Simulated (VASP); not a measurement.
## BN: single point with PBE

BN:

```
B N
1.0
    -0.20389    1.87583    1.81239
     1.81239   -0.20389    1.81239
     1.60850    1.67193    0.00000
B N
1 1
Direct
  0.00000 0.00000 0.00000
  0.75000 0.75000 0.75000
```

This cell differs from its parent crystal: engineering shear strain xz -0.2250, normal strain along z +0.0350.

```
Program             : VASP 6.6.1
Task                : single point
Functional          : PBE
Potentials or basis : VASP PAW PBE potentials, release 64 (B, N)
Cutoff              : 520 eV
k mesh              : 12 × 12 × 12
Occupations         : gaussian, width 0.05 eV
Spin                : no spin polarisation
```

The pressure is 9.4 GPa and the largest force is 0.175 eV/Å. The band gap on the k mesh is 1.97 eV, indirect (least direct gap 4.53 eV).

Forces in eV/Å, atoms in the order of the input:
```
B    0.000  0.000  0.175
N    0.000  0.000 -0.175
```

Stress tensor (GPa, compression positive):
```
22.99 92.76  0.00
92.76  4.33  0.00
 0.00  0.00  0.78
```

Levels at points of the mesh, in eV from the valence-band top:
```csv
k point,band 1,band 2,band 3,band 4,band 5,band 6,band 7,band 8
"(0.00, 0.00, 0.00)",-20.56,-0.97,-0.91,0.00,4.53,5.64,11.40,13.45
"(0.50, 0.00, 0.00)",-17.37,-11.18,-1.69,-1.35,7.45,11.98,12.88,14.35
"(0.50, 0.50, 0.00)",-15.44,-9.11,-7.15,-3.21,1.97,11.29,16.65,17.55
"(0.00, 0.00, 0.50)",-15.59,-10.68,-3.51,-2.67,6.53,8.18,11.32,14.90
"(0.50, 0.00, 0.50)",-15.23,-9.69,-4.85,-4.66,4.34,9.12,14.30,15.53
"(0.00, 0.50, 0.50)",-14.86,-9.26,-5.29,-5.06,3.74,8.34,14.33,15.68
```

Run time: 20 s on 1 thread of Intel(R) Xeon(R) 6975P-C (Granite Rapids) (shared host), peak memory 0.17 GiB.

Caveat: the cell differs from its parent crystal (engineering shear strain xz -0.2250, normal strain along z +0.0350). A k mesh can miss the band edges.
